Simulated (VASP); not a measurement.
# BaTiO3 (P4mm) in VASP: notebook, part 2 of 2

VASP 6.6.1.

### Step 4. Relaxation of cell and atoms, PBE

This run uses another cell than the first one, of 12.86 Å³/atom, 1.091 times its volume.

INCAR

```
PREC = Accurate
ENCUT = 600
EDIFF = 1E-7
ISMEAR = 0
SIGMA = 0.01
LREAL = False
LASPH = True
NELM = 80
ALGO = Normal
ISIF = 3
LWAVE = False
LCHARG = False
GGA = PE
IBRION = 2
NSW = 80
EDIFFG = -0.005
```

KPOINTS

```
regular mesh
0
Gamma
  4 4 4
```

POSCAR

```
BaTiO3
1.0
    3.9998000000      0.0000000000      0.0000000000
    0.0000000000      3.9998000000      0.0000000000
    0.0000000000      0.0000000000      4.0180000000
Ba Ti O
1 1 3
Direct
    0.0000000000      0.0000000000      0.0000000000
    0.5000000000      0.5000000000      0.4900000000
    0.5000000000      0.5000000000      0.0190000000
    0.5000000000      0.0000000000      0.5170000000
    0.0000000000      0.5000000000      0.5170000000
```

Command:

```console
$ cat potpaw_PBE.64/Ba_sv/POTCAR potpaw_PBE.64/Ti_sv/POTCAR potpaw_PBE.64/O/POTCAR > POTCAR
$ mpirun -np 1 vasp_std > vasp.out
```

It took 4.2 min on 1 thread of AMD EPYC 9R45 (Zen 5), shared host; peak memory 0.18 GiB.

The run converged. Its results:

| Property | Result |
| --- | --- |
| Free energy | -40.0436 eV |
| Relaxed volume | 13.52 Å³/atom |
| Relaxed cell | a = 3.993 Å, b = 3.993 Å, c = 4.239 Å, α = 90.00°, β = 90.00°, γ = 90.00° |
| Space group after relaxing (to 0.05 Å) | P4mm (No. 99) |
| Energy gained by relaxing | 12.9 meV/atom |
| Ionic steps | 20 |
| Pressure after relaxing | 0.0 GPa |
| Largest force after relaxing | 0.004 eV/Å |
| Band gap on the k mesh | 1.77 eV, indirect (least direct gap 2.36 eV) |

Forces on the atoms (eV/Å):
```
Ba   0.000  0.000 -0.004
Ti   0.000  0.000  0.002
O    0.000  0.000  0.002
O    0.000  0.000  0.000
O    0.000  0.000  0.000
```

The path:
```csv
step,energy change (eV),largest force (eV/Å),pressure (GPa),volume (Å³)
1,0.0000,0.3087,4.06,64.28
2,-0.0166,0.4906,-3.09,67.36
3,-0.0259,0.4134,-0.56,66.18
4,-0.0388,0.2464,-0.26,66.32
5,-0.0459,0.1220,0.38,66.50
6,-0.0542,0.1327,0.06,66.88
7,-0.0590,0.1947,-0.28,67.58
8,-0.0620,0.1272,0.07,67.34
9,-0.0624,0.0938,0.25,67.23
10,-0.0642,0.0330,0.20,67.31
11,-0.0643,0.0224,0.19,67.33
12,-0.0643,0.0545,-0.26,67.53
13,-0.0644,0.0307,-0.04,67.43
14,-0.0645,0.0141,-0.02,67.46
15,-0.0645,0.0145,0.01,67.49
16,-0.0646,0.0150,0.00,67.52
17,-0.0646,0.0153,-0.01,67.54
18,-0.0646,0.0270,0.06,67.55
19,-0.0646,0.0057,0.02,67.55
20,-0.0646,0.0040,-0.04,67.58
```

Final structure:
```yaml
crystal:
  lattice:
    - [3.99286, 0.00000, 0.00000]
    - [0.00000, 3.99286, 0.00000]
    - [0.00000, 0.00000, 4.23865]
  atoms:
    - { symbol: Ba, position: [0.00000, 0.00000, 0.98939] }
    - { symbol: Ti, position: [0.50000, 0.50000, 0.47046] }
    - { symbol: O, position: [0.50000, 0.50000, 0.04280] }
    - { symbol: O, position: [0.50000, 0.00000, 0.52018] }
    - { symbol: O, position: [0.00000, 0.50000, 0.52018] }
```

Levels at points of the mesh, in eV from the valence-band top:
```
           k point  band 17  band 18  band 19  band 20  band 21  band 22  band 23  band 24
(0.00, 0.00, 0.00)    -1.34    -1.01    -0.59    -0.59     1.77     2.44     2.44     3.95
(0.50, 0.00, 0.00)    -1.98    -1.72    -1.65    -1.40     2.51     3.37     3.48     4.02
(0.50, 0.50, 0.00)    -2.08    -1.19    -1.19    -0.06     3.52     3.52     3.85     3.97
(0.00, 0.00, 0.50)    -2.08    -1.98    -0.75    -0.75     1.88     3.37     3.37     3.95
(0.50, 0.00, 0.50)    -1.88    -1.22    -1.12    -0.57     3.39     3.42     3.63     4.70
(0.50, 0.50, 0.50)    -2.66    -0.51    -0.51     0.00     3.87     3.87     4.00     5.82
```

Caveat: spin-orbit coupling is left out, which moves the levels of the heavy elements.

### Step 5. Relaxation of cell and atoms, PBE, target pressure 10 GPa, at which the enthalpy is minimised

This run uses another cell than the first one, of 12.86 Å³/atom, 1.091 times its volume.

INCAR

```
SYSTEM = BaTiO3
ALGO = Normal
EDIFF = 1E-7
EDIFFG = -0.005
ENCUT = 600
GGA = PE
IBRION = 2
ISIF = 3
ISMEAR = 0
LASPH = .True.
LCHARG = .False.
LREAL = .False.
LWAVE = .False.
NELM = 80
NSW = 80
PREC = Accurate
PSTRESS = 100.0
SIGMA = 0.01
```

KPOINTS

```
k-points
0
Gamma
  4 4 4
  0 0 0
```

POSCAR is that of step 4.

Command:

```console
$ cat potpaw_PBE.64/Ba_sv/POTCAR potpaw_PBE.64/Ti_sv/POTCAR potpaw_PBE.64/O/POTCAR > POTCAR
$ mpirun -np 1 vasp_std > vasp.out
```

Wall time 2.6 min (1 thread of AMD EPYC 9R45 (Zen 5), shared host); peak memory 0.18 GiB.

It converged, with:

| Property | Result |
| --- | --- |
| Free energy | -39.9048 eV |
| Relaxed volume | 12.49 Å³/atom |
| Relaxed cell | a = 3.949 Å, b = 3.949 Å, c = 4.004 Å, α = 90.00°, β = 90.00°, γ = 90.00° |
| Space group after relaxing (to 0.05 Å) | P4mm (No. 99) |
| Energy change on relaxing (the enthalpy is what falls) | +14.8 meV/atom |
| Ionic steps | 13 |
| Pressure after relaxing | 10.0 GPa |
| Largest force after relaxing | 0.004 eV/Å |
| Band gap on the k mesh | 1.83 eV, indirect (least direct gap 2.15 eV) |

Forces on the atoms (eV/Å):
```
Ba   0.000  0.000 -0.004
Ti   0.000  0.000  0.000
O    0.000  0.000  0.003
O    0.000  0.000  0.000
O    0.000  0.000  0.000
```

The path:
| step | energy change (eV) | largest force (eV/Å) | pressure (GPa) | volume (Å³) |
| --- | --- | --- | --- | --- |
| 1 | 0.0000 | 0.3087 | 4.06 | 64.28 |
| 2 | 0.2977 | 0.4177 | 18.98 | 59.95 |
| 3 | 0.0816 | 0.0758 | 10.02 | 62.35 |
| 4 | 0.0840 | 0.0759 | 10.16 | 62.31 |
| 5 | 0.0819 | 0.0405 | 10.14 | 62.32 |
| 6 | 0.0811 | 0.0518 | 10.14 | 62.33 |
| 7 | 0.0745 | 0.0268 | 9.89 | 62.44 |
| 8 | 0.0740 | 0.0250 | 9.87 | 62.44 |
| 9 | 0.0774 | 0.0136 | 10.10 | 62.39 |
| 10 | 0.0763 | 0.0111 | 10.04 | 62.41 |
| 11 | 0.0757 | 0.0106 | 10.02 | 62.42 |
| 12 | 0.0747 | 0.0100 | 10.01 | 62.43 |
| 13 | 0.0742 | 0.0039 | 9.99 | 62.44 |

Final structure:
```
Ba Ti O
1.0
     3.94896    0.00000    0.00000
     0.00000    3.94896    0.00000
     0.00000    0.00000    4.00406
Ba Ti O
1 1 3
Direct
  0.00000 0.00000 0.00174
  0.50000 0.50000 0.48679
  0.50000 0.50000 0.02235
  0.50000 0.00000 0.51606
  0.00000 0.50000 0.51606
```

Levels at points of the mesh, in eV from the valence-band top:
```tsv
k point	band 17	band 18	band 19	band 20	band 21	band 22	band 23	band 24
(0.00, 0.00, 0.00)	-1.23	-0.37	-0.33	-0.33	1.83	2.10	2.10	4.20
(0.50, 0.00, 0.00)	-1.92	-1.77	-1.05	-0.91	2.25	3.65	3.69	4.24
(0.50, 0.50, 0.00)	-1.79	-0.98	-0.98	-0.09	3.71	3.71	4.10	4.85
(0.00, 0.00, 0.50)	-1.99	-1.99	-0.72	-0.72	1.99	3.66	3.66	4.20
(0.50, 0.00, 0.50)	-1.74	-0.94	-0.92	-0.24	3.67	3.67	4.05	5.08
(0.50, 0.50, 0.50)	-2.45	-0.15	-0.15	0.00	4.32	4.32	4.35	6.63
```

Caveat: the cell is relaxed towards a set pressure, so the enthalpy falls and the energy may rise; spin-orbit coupling is left out, which moves the levels of the heavy elements. A k mesh can miss the band edges.

### Step 6. Summary

| task | cell | cutoff (eV) | gap on the mesh (eV) | pressure (GPa) | largest force (eV/Å) |
| --- | --- | --- | --- | --- | --- |
| single point | a = 3.888, b = 3.888, c = 3.897 Å, 5 atoms | 520 | 1.90 | 22.5 | 0.02 |
| single point | a = 3.938, b = 3.938, c = 3.991 Å, 5 atoms | 520 | 1.85 | 12.0 | 0.05 |
| relaxation of cell and atoms | relaxed from a = 4.000, b = 4.000, c = 4.018 Å, 5 atoms | 600 | 1.77 | 0.0 | - |
| relaxation of cell and atoms | relaxed to 10 GPa from a = 4.000, b = 4.000, c = 4.018 Å, 5 atoms | 600 | 1.83 | 10.0 | - |

Alike in all rows: level PBE; potentials or basis VASP PAW PBE potentials, release 64 (Ba_sv, Ti_sv, O); no spin polarisation; k mesh 4 × 4 × 4; smearing gaussian 0.01 eV.

Caveats: spin-orbit coupling is left out, which moves the levels of the heavy elements; the cell is relaxed towards a set pressure, so the enthalpy falls and the energy may rise (some runs).

Absolute energies hang on the potentials; compare differences alone.
